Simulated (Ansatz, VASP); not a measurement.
One calculation of SnO2, two programs

```xyz
6
Lattice="4.7213 0.0000 0.0000 0.0000 4.7242 0.0000 0.0000 0.0000 3.1900" Properties=species:S:1:pos:R:3 pbc="T T T"
Sn    2.3606    2.3621    1.5950
Sn    0.0000    0.0000    0.0000
O     1.4427    1.4483    0.0000
O     3.8033    0.9138    1.7075
O     0.9180    3.8104    1.4825
O     3.2786    3.2759    0.0000
```

Change from the starting cell: mode 12 (466.8 1/cm) frozen in, largest displacement +0.113 Å.

Alike in both runs: task single point; functional LDA; k mesh 6 × 6 × 8; occupations gaussian, width 0.05 eV; no spin polarisation.

|  | VASP | Ansatz |
| --- | --- | --- |
| version | VASP 6.6.1 | Ansatz 0.2.0 |
| potentials or method | VASP PAW LDA potentials, release 64 (Sn_d, O), cutoff 520 eV | scalar-relativistic, plane waves, PAW |
| valence electrons in the cell | 52 | 52 |

VASP gave:

```
gap on the k mesh at the Fermi level (eV)                     : 1.20
least direct gap on the mesh (eV)                             : 1.20
pressure (GPa)                                                : 2.1
traceless stress, the component that is largest in VASP (GPa) : 3.05
rms of the force components (eV/Å)                            : 0.507
```

**Question.** Estimate Ansatz's values.

**Answer.** gap on the k mesh at the Fermi level (eV): 1.16; least direct gap on the mesh (eV): 1.16; pressure (GPa): 1.1; traceless stress, the component that is largest in VASP (GPa): 2.89; rms of the force components (eV/Å): 0.496.

LDA's correlation is that of Perdew and Zunger in VASP and of Perdew and Wang (1992) in Ansatz. Atom by atom the forces differ by 0.015 eV/Å (rms over components).
